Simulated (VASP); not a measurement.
# Os (P6_3/mmc) in VASP: single point with PBE

Aim: the single point of Os with PBE.

Program: VASP 6.6.1. These are calculated values, not measurements. Logs are shortened: lines on timing, memory, paths and dates and some standing lists are left out, and cuts for length are marked.

### 1 The cell of the first run

Symmetry: P6_3/mmc, No. 194, hexagonal system. Conventional cell: a = 2.666 Å, b = 2.666 Å, c = 4.104 Å, α = 90.00°, β = 90.00°, γ = 120.00°. Os (site symmetry -6m2) has 12 Os at 2.56 to 2.67 Å within 3.4 Å.

### 2 Single point, PBE (strain -0.025 along x and y, -0.050 along z)

INCAR

```
SYSTEM = Os
PREC = Accurate
ENCUT = 520
EDIFF = 1E-6
ISMEAR = 0
SIGMA = 0.15
LREAL = .FALSE.
LASPH = .TRUE.
NELM = 60
ALGO = Fast
ISIF = 2
LWAVE = .FALSE.
LCHARG = .FALSE.
GGA = PE
NBANDS = 15
```

KPOINTS

```
Automatic mesh
0
G
  21 21 12
  0 0 0
```

POSCAR

```
Os
1.0
    2.6657474761      0.0000000000      0.0000000000
   -1.3328737381      2.3086050344      0.0000000000
    0.0000000000      0.0000000000      4.1037150000
Os
2
Direct
    0.3333333333      0.6666666667      0.2500000000
    0.6666666667      0.3333333333      0.7500000000
```

Potentials or basis: VASP PAW PBE potentials, release 64 (Os).

Command:

```sh
cat potpaw_PBE.64/Os/POTCAR > POTCAR
mpirun -np 1 vasp_std > vasp.out
```

OUTCAR:

```text
SYSTEM = Os
   PREC = Accurate
   ENCUT = 520
   EDIFF = 1E-6
   ISMEAR = 0
   LREAL = .FALSE.
   LASPH = .TRUE.
   NELM = 60
   ISIF = 2
   GGA = PE

 ion  position               nearest neighbor table
   1  0.333  0.667  0.250-   2 2.56   2 2.56   2 2.56   2 2.56   2 2.56   2 2.56
   2  0.667  0.333  0.750-   1 2.56   1 2.56   1 2.56   1 2.56   1 2.56   1 2.56

  LATTYP: Found a hexagonal cell.
 ALAT       =     2.6657474761
 C/A-ratio  =     1.5394237589

  Lattice vectors:

 A1 = (   2.6657474761,   0.0000000000,   0.0000000000)
 A2 = (  -1.3328737381,   2.3086050344,   0.0000000000)
 A3 = (   0.0000000000,   0.0000000000,   4.1037150000)

Analysis of symmetry for initial positions (statically):
=====================================================================
 Subroutine PRICEL returns:
 Original cell was already a primitive cell.

 Routine SETGRP: Setting up the symmetry group for a
 hexagonal supercell.

 Subroutine GETGRP returns: Found 24 space group operations
 (whereof 12 operations were pure point group operations)
 out of a pool of 24 trial point group operations.

The static configuration has the point symmetry D_3d.
 The point group associated with its full space group is D_6h.

Analysis of symmetry for dynamics (positions and initial velocities):
=====================================================================
 Subroutine PRICEL returns:
 Original cell was already a primitive cell.

 Routine SETGRP: Setting up the symmetry group for a
 hexagonal supercell.

 Subroutine GETGRP returns: Found 24 space group operations
 (whereof 12 operations were pure point group operations)
 out of a pool of 24 trial point group operations.

The dynamic configuration has the point symmetry D_3d.
 The point group associated with its full space group is D_6h.

 Subroutine INISYM returns: Found 24 space group operations
 (whereof 12 operations are pure point group operations),
 and found     1 'primitive' translations

----------------------------------------------------------------------------------------

                                     Primitive cell

  volume of cell :      25.2549

  direct lattice vectors                    reciprocal lattice vectors
     2.665747476  0.000000000  0.000000000     0.375129306  0.216581006  0.000000000
    -1.332873738  2.308605034  0.000000000     0.000000000  0.433162011  0.000000000
     0.000000000  0.000000000  4.103715000     0.000000000  0.000000000  0.243681640

  length of vectors
     2.665747476  2.665747476  4.103715000     0.433162011  0.433162011  0.243681640

  position of ions in fractional coordinates (direct lattice)
     0.333333333  0.666666667  0.250000000
     0.666666667  0.333333333  0.750000000

  ion indices of the primitive-cell ions
   primitive index   ion index
                 1           1
                 2           2

----------------------------------------------------------------------------------------

 KPOINTS: Automatic mesh

Automatic generation of k-mesh.
 Grid dimensions read from file:
 generate k-points for:   21   21   12

 Generating k-lattice:

  Cartesian coordinates                     Fractional coordinates (reciprocal lattice)
     0.017863300  0.010313381  0.000000000     0.047619048  0.000000000  0.000000000
     0.000000000  0.020626762  0.000000000     0.000000000  0.047619048  0.000000000
     0.000000000  0.000000000  0.020306803     0.000000000  0.000000000  0.083333333

  Length of vectors
     0.020626762  0.020626762  0.020306803

  Shift w.r.t. Gamma in fractional coordinates (k-lattice)
     0.000000000  0.000000000  0.000000000

 Subroutine IBZKPT returns following result:
 ===========================================

 Found    336 irreducible k-points:

 Following reciprocal coordinates:
            Coordinates               Weight
  0.000000  0.000000  0.000000      1.000000
  0.047619 -0.000000  0.000000      6.000000
  0.095238  0.000000  0.000000      6.000000
  0.142857  0.000000  0.000000      6.000000
  0.190476  0.000000  0.000000      6.000000
  0.238095  0.000000  0.000000      6.000000
[... 16 lines left out ...]
  0.142857  0.095238  0.000000     12.000000
  0.190476  0.095238  0.000000     12.000000
 [... further k-points ...]
   k-points           NKPTS =    336   k-points in BZ     NKDIM =    336   number of bands    NBANDS=     15
   number of dos      NEDOS =    301   number of ions     NIONS =      2
   total plane-waves  NPLWV =  12800
   dimension x,y,z NGX =    20 NGY =   20 NGZ =   32
   dimension x,y,z NGXF=    40 NGYF=   40 NGZF=   64
   ions per type =               2
   NGX,Y,Z   is equivalent  to a cutoff of  12.47, 12.47, 12.96 a.u.
   NGXF,Y,Z  is equivalent  to a cutoff of  24.95, 24.95, 25.93 a.u.
 SYSTEM =  Os
   PREC   = accura    normal or accurate (medium, high low for compatibility)
   ISTART =      0    job   : 0-new  1-cont  2-samecut
   ICHARG =      2    charge: 1-file 2-atom 10-const
   ISPIN  =      1    spin polarized calculation?
   LNONCOLLINEAR =      F non collinear calculations
   LSORBIT =      F    spin-orbit coupling
   LASPH  =      T    aspherical Exc in radial PAW
   ENCUT  =  520.0 eV  38.22 Ry    6.18 a.u.   4.96  4.96  7.63*2*pi/ulx,y,z
   NELM   =     60;   NELMIN=  2; NELMDL= -5     # of ELM steps
   EDIFF  = 0.1E-05   stopping-criterion for ELM
   LREAL  =      F    real-space projection
   EDIFFG = 0.1E-04   stopping-criterion for IOM
   NSW    =      0    number of steps for IOM
   IBRION =     -1    ionic relax: 0-MD 1-quasi-New 2-CG
   NFREE  =      0    steps in history (QN), initial steepest desc. (CG)
   ISIF   =      2    stress and relaxation
   ISYM   =      2    0-nonsym 1-usesym 2-fastsym
   POTIM  = 0.5000    time-step for ionic-motion
   TEBEG  =    0.0;   TEEND  =   0.0 temperature during run
   PSTRESS=    0.0 pullay stress
   NELECT =      16.0000    total number of electrons
   NUPDOWN=      -1.0000    fix difference up-down
   EMIN   =  10.00;   EMAX   =-10.00  energy-range for DOS
   EFERMI =   0.00;   METHOD = LEGACY
   ISMEAR =     0;   SIGMA  =   0.15  broadening in eV -4-tet -1-fermi 0-gaus
   EFERMI_NEDOS =   21; number of points for ismear=-14 and -15
   IALGO  =     68    algorithm
   IMIX   =      4    mixing-type and parameters
     AMIX     =   0.40;   BMIX     =  1.00
     AMIX_MAG =   1.60;   BMIX_MAG =  1.00
  volume/ion in A,a.u.               =      12.63        85.21
  Fermi-wavevector in a.u.,A,eV,Ry     =   1.406046  2.657042 26.898249  1.976966
  Thomas-Fermi vector in A             =   2.528446
   LORBIT       =      0    0 simple, 1 ext, 2 COOP (PROOUT), +10 PAW based schemes
   GGA     = PE    functional components
   LHFCALC =     F    Hartree Fock is set to
   AEXX    =    0.0000 exact exchange contribution
   IVDW    =     0    specifies the selected vdW correction
   LEPSILON=     F    determine dielectric tensor
   LRPA    =     F    only Hartree local field effects (RPA)
 non-spin polarized calculation
 RMM-DIIS sequential band-by-band and
 Gauss-broadening in eV      SIGMA  =   0.15
  energy-cutoff  :      520.00
  volume of cell :       25.25
 maximum number of plane-waves:       703
 NGX is ok and might be reduce to    20
   NGX =  9   NGY =  9   NGZ = 15

 number of electron      16.0000001 magnetization

 Free energy of the ion-electron system (eV)
  ---------------------------------------------------
  ext. energy  EPLUGINS =         0.00000000
  ---------------------------------------------------
  free energy    TOTEN  =       -21.85244028 eV

  energy without entropy =      -21.83989151  energy(sigma->0) =      -21.84616590

 E-fermi :  11.1401     XC(G=0): -14.6543

 val. band max:       11.1394529079   @ k =   0.1905   0.0952   0.0833
 cond. band min:      11.1471479731   @ k =   0.2381   0.0476   0.1667
 fundamental gap:      0.0076950653
 Fermi energy:        11.1400713841

 k-point     1 :       0.0000    0.0000    0.0000
  band No.  band energies     occupation
      1      -0.7872      2.00000
      2       2.2763      2.00000
      3       7.4809      2.00000
      4       7.4809      2.00000
      5       8.1885      2.00000
      6       8.5678      2.00000
      7       8.5678      2.00000
      8       9.0191      2.00000
      9       9.0191      2.00000
     10      11.5259      0.00027
     11      13.0488      0.00000
     12      13.0488      0.00000
     13      21.7646      0.00000
     14      24.9340      0.00000
     15      28.3290      0.00000

 k-point     2 :       0.0476   -0.0000    0.0000
  band No.  band energies     occupation
      1      -0.6850      2.00000
      2       2.3650      2.00000
      3       7.2603      2.00000
      4       7.5719      2.00000
      5       8.3783      2.00000
      6       8.5058      2.00000
      7       8.6527      2.00000
      8       8.9052      2.00000
      9       8.9405      2.00000
     10      10.8930      1.98016
     11      13.1122      0.00000
     12      13.8290      0.00000
     13      21.7786      0.00000
     14      25.1559      0.00000
     15      28.4572      0.00000

 k-point     3 :       0.0952    0.0000    0.0000
  band No.  band energies     occupation
      1      -0.3853      2.00000
      2       2.6175      2.00000
      3       6.8433      2.00000
      4       7.8424      2.00000
      5       8.3220      2.00000
      6       8.4974      2.00000
      7       8.7263      2.00000
      8       8.7467      2.00000
      9       8.9048      2.00000
     10      10.0904      2.00000
     11      13.2811      0.00000
     12      15.1429      0.00000
     13      21.7943      0.00000
     14      25.7893      0.00000
     15      28.8098      0.00000
[... 343 lines left out ...]
 k-point    23 :       0.1429    0.0952    0.0000
  band No.  band energies     occupation
      1       0.9691      2.00000
      2       3.5959      2.00000
      3       5.7719      2.00000
      4       6.6645      2.00000
      5       7.7347      2.00000
      6       7.8253      2.00000
      7       9.2594      2.00000
      8       9.3609      2.00000
      9       9.5556      2.00000
     10      10.3829      2.00000
     11      13.7439      0.00000
     12      18.6009      0.00000
     13      21.5702      0.00000
     14      27.7008      0.00000
     15      29.1001      0.00000

 k-point    24 :       0.1905    0.0952    0.0000
  band No.  band energies     occupation
      1       1.6516      2.00000
      2       3.8619      2.00000
      3       5.5836      2.00000
      4       5.8837      2.00000
      5       7.4453      2.00000
      6       7.7572      2.00000
      7       9.1425      2.00000
      8       9.9984      2.00000
      9      10.0724      2.00000
     10      11.1673      0.79754
     11      13.9171      0.00000
     12      19.9794      0.00000
     13      21.3701      0.00000
     14      26.7338      0.00000
     15      28.1497      0.00000

 [... further k-points ...]
[... 5 lines left out ...]
  --------------------------------------------------------------------------------------
  -------------------------------------------------------------------------------------
  Total        9.4529734      9.4529734     13.4232573     -0.0000000      0.0000000      0.0000000
  in kB      599.6988029    599.6988029    851.5745219     -0.0000000      0.0000000      0.0000000
  external PRESSURE =     683.6573759 kB  Pullay stress =       0.0000000 kB

 VOLUME and BASIS-vectors are now :
 -----------------------------------------------------------------------------
  energy-cutoff  :      520.00
  volume of cell :       25.25
      direct lattice vectors                 reciprocal lattice vectors
     2.665747476  0.000000000  0.000000000     0.375129306  0.216581006  0.000000000
    -1.332873738  2.308605034  0.000000000     0.000000000  0.433162011  0.000000000
     0.000000000  0.000000000  4.103715000     0.000000000  0.000000000  0.243681640

 POSITION                                       TOTAL-FORCE (eV/Angst)
 -----------------------------------------------------------------------------------
     -0.00000      1.53907      1.02593        -0.000000      0.000000      0.000000
      1.33287      0.76954      3.07779         0.000000     -0.000000      0.000000
 -----------------------------------------------------------------------------------
    total drift:                               -0.000000      0.000000     -0.000000

  FREE ENERGIE OF THE ION-ELECTRON SYSTEM (eV)
  ---------------------------------------------------
  free  energy   TOTEN  =       -21.8524402819 eV

  energy  without entropy=      -21.8398915100  energy(sigma->0) =      -21.84616590
```

Wall time 84 s (1 thread of AMD EPYC 9R45 (Zen 5), shared host); peak memory 0.19 GiB.

Results:

```
Free energy            : -21.8524 eV
Pressure               : 68.4 GPa
Band gap on the k mesh : zero (band 8 reaches 13.39 eV, above the bottom of band 9 at 8.83 eV)
```

Caveat: the cell differs from its parent crystal (strain -0.025 along x and y, -0.050 along z); spin-orbit coupling is left out, which moves the levels of the heavy elements.
